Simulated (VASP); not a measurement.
# BiTe (Fm-3m) in VASP: a series of runs, part 2 of 2

VASP 6.6.1. The steps go on from the part before.

**5. Single point, BLYP+D3(BJ)**

This run uses another cell than the first one, of 33.28 Å³/atom, 0.983 times its volume.

Input file INCAR:

```
SYSTEM = BiTe
PREC = Accurate ; ENCUT = 520
EDIFF = 1E-7 ; ISMEAR = 0
SIGMA = 0.05 ; LREAL = .FALSE.
LASPH = .TRUE. ; NELM = 60
ALGO = Normal ; ISIF = 2
LWAVE = .FALSE. ; LCHARG = .TRUE.
GGA = B5 ; ALDAX = 1.0
AGGAX = 1.0 ; AGGAC = 1.0
ALDAC = 0.0 ; IVDW = 12
VDW_S6 = 1.0 ; VDW_S8 = 2.6996
VDW_A1 = 0.4298 ; VDW_A2 = 4.2359
LELF = .TRUE. ; LVHAR = .TRUE.
NBANDS = 18
```

Input file KPOINTS:

```
Automatic mesh
0
G
  6 6 6
  0 0 0
```

Input file POSCAR:

```
BiTe
1.0
    0.0000000000      3.2167226168      3.2167226168
    3.2167226168      0.0000000000      3.2167226168
    3.2167226168      3.2167226168      0.0000000000
Bi Te
1 1
Direct
    0.5000000000      0.5000000000      0.5000000000
    0.0000000000      0.0000000000      0.0000000000
```

Potentials or basis: VASP PAW PBE potentials, release 64 (Bi_d, Te).

Launch:

```sh
$ cat potpaw_PBE.64/Bi_d/POTCAR potpaw_PBE.64/Te/POTCAR > POTCAR
$ mpirun -np 1 vasp_std > vasp.out
```

OUTCAR:

```text
SYSTEM = BiTe
   PREC = Accurate
   ENCUT = 520
   EDIFF = 1E-7
   ISMEAR = 0
   LREAL = .FALSE.
   LASPH = .TRUE.
   NELM = 60
   ISIF = 2
   GGA = B5
   IVDW = 12
 IVDW          = 12

 ion  position               nearest neighbor table
   1  0.500  0.500  0.500-   2 3.22   2 3.22   2 3.22   2 3.22   2 3.22   2 3.22
   2  0.000  0.000  0.000-   1 3.22   1 3.22   1 3.22   1 3.22   1 3.22   1 3.22

  LATTYP: Found a face centered cubic cell.
 ALAT       =     6.4334452336

  Lattice vectors:

 A1 = (   0.0000000000,   3.2167226168,   3.2167226168)
 A2 = (   3.2167226168,   0.0000000000,   3.2167226168)
 A3 = (   3.2167226168,   3.2167226168,   0.0000000000)

[... 510 lines left out ...]

 Edisp (eV)   -2.18459

 E8    (eV) :    -1.6744

  FORCE on cell =-STRESS in cart. coord.  units (eV):
  Direction    XX          YY          ZZ          XY          YZ          ZX
  --------------------------------------------------------------------------------------
  -------------------------------------------------------------------------------------
  Total       0.05807     0.05807     0.05807     0.00000    -0.00000     0.00000
  in kB       1.39757     1.39757     1.39757     0.00000    -0.00000     0.00000
  external pressure =        1.40 kB  Pullay stress =        0.00 kB

 VOLUME and BASIS-vectors are now :
 -----------------------------------------------------------------------------
  energy-cutoff  :      520.00
  volume of cell :       66.57
      direct lattice vectors                 reciprocal lattice vectors
     0.000000000  3.216722617  3.216722617    -0.155437711  0.155437711  0.155437711
     3.216722617  0.000000000  3.216722617     0.155437711 -0.155437711  0.155437711
     3.216722617  3.216722617  0.000000000     0.155437711  0.155437711 -0.155437711

 POSITION                                       TOTAL-FORCE (eV/Angst)
 -----------------------------------------------------------------------------------
      3.21672      3.21672      3.21672         0.000000      0.000000      0.000000
      0.00000      0.00000      0.00000        -0.000000     -0.000000     -0.000000
 -----------------------------------------------------------------------------------
    total drift:                                0.000000      0.000000      0.000000

  FREE ENERGIE OF THE ION-ELECTRON SYSTEM (eV)
  ---------------------------------------------------
  free  energy   TOTEN  =        -7.9604266469 eV

  energy  without entropy=       -7.9568035509  energy(sigma->0) =       -7.95861510
```

OSZICAR:

```text
N       E                     dE             d eps       ncg     rms          rms(c)
DAV:   1     0.158276810936E+03    0.15828E+03   -0.98455E+03   576   0.115E+03
DAV:   2     0.632442543553E+01   -0.15195E+03   -0.14750E+03   634   0.303E+02
DAV:   3    -0.549056571415E+01   -0.11815E+02   -0.11727E+02   706   0.891E+01
DAV:   4    -0.581391550702E+01   -0.32335E+00   -0.32317E+00   700   0.160E+01
DAV:   5    -0.582741996421E+01   -0.13504E-01   -0.13504E-01   772   0.297E+00    0.632E+00
DAV:   6    -0.576972061270E+01    0.57699E-01   -0.18825E-01   812   0.310E+00    0.372E+00
DAV:   7    -0.577496070422E+01   -0.52401E-02   -0.37553E-02   632   0.122E+00    0.797E-01
DAV:   8    -0.577554149544E+01   -0.58079E-03   -0.41662E-03   808   0.421E-01    0.247E-01
DAV:   9    -0.577582531707E+01   -0.28382E-03   -0.52506E-04   630   0.150E-01    0.950E-02
DAV:  10    -0.577582832491E+01   -0.30078E-05   -0.15721E-05   780   0.280E-02    0.314E-02
DAV:  11    -0.577583797734E+01   -0.96524E-05   -0.15527E-05   604   0.336E-02    0.775E-03
DAV:  12    -0.577583765744E+01    0.31990E-06   -0.12447E-06   748   0.115E-02    0.340E-03
DAV:  13    -0.577583752603E+01    0.13141E-06   -0.22165E-07   594   0.410E-03    0.137E-03
DAV:  14    -0.577583763025E+01   -0.10423E-06   -0.60960E-09   340   0.566E-04    0.828E-04
DAV:  15    -0.577583767045E+01   -0.40200E-07   -0.10313E-09   326   0.323E-04
   1 F= -.79604266E+01 E0= -.79586151E+01  d E =-.362310E-02
```

stdout:

```text
POSCAR found type information on POSCAR BiTe
 POSCAR found :  2 types and       2 ions
 scaLAPACK will be used
 -----------------------------------------------------------------------------
|                                                                             |
|                                                                             |
|     You enforced a specific xc type in the INCAR file but a different       |
|     I HOPE YOU KNOW WHAT YOU ARE DOING!                                     |
|                                                                             |
 -----------------------------------------------------------------------------

 LDA part: xc-table for (Slater(with rela. corr.)+VWN5), standard interpolation
 POSCAR, INCAR and KPOINTS ok, starting setup
 FFT: planning ... GRIDC
 FFT: planning ... GRID_SOFT
 FFT: planning ... GRID
 WAVECAR not read
 entering main loop
```

Wall time 36 s (1 thread of Intel Xeon Platinum 8488C (Sapphire Rapids), shared host); peak memory 0.21 GiB.

Results:

```yaml
Free_energy: -7.9604 eV
Pressure: 0.1 GPa
Dispersion_energy_per_atom: -1.092 eV
```

Caveat: the PAW data sets were made with another functional, which shifts forces and pressure a little; spin-orbit coupling is left out, which moves the levels of the heavy elements; pairwise dispersion overbinds metals, which lowers pressure and volume.

**6. Overview**

| level | cell | gap on the mesh (eV) | pressure (GPa) |
| --- | --- | --- | --- |
| revPBE | a = 4.575 Å, angles 60.0°, 2 atoms | none | 1.8 |
| revPBE | a = 4.576 Å, angles 60.0°, 2 atoms | none | 1.8 |
| BLYP+D3(BJ) | a = 4.575 Å, angles 60.0°, 2 atoms | none | -0.7 |
| BLYP+D3(BJ) | a = 4.549 Å, angles 60.0°, 2 atoms | none | 0.1 |

Alike in all rows: task single point; potentials or basis VASP PAW PBE potentials, release 64 (Bi_d, Te); no spin polarisation; k mesh 6 × 6 × 6; cutoff (eV) 520; smearing gaussian 0.05 eV.

Caveats: the PAW data sets were made with another functional, which shifts forces and pressure a little; spin-orbit coupling is left out, which moves the levels of the heavy elements; pairwise dispersion overbinds metals, which lowers pressure and volume (some runs).

Total energies depend on the potentials used, so only differences within one code and one set of settings carry meaning.
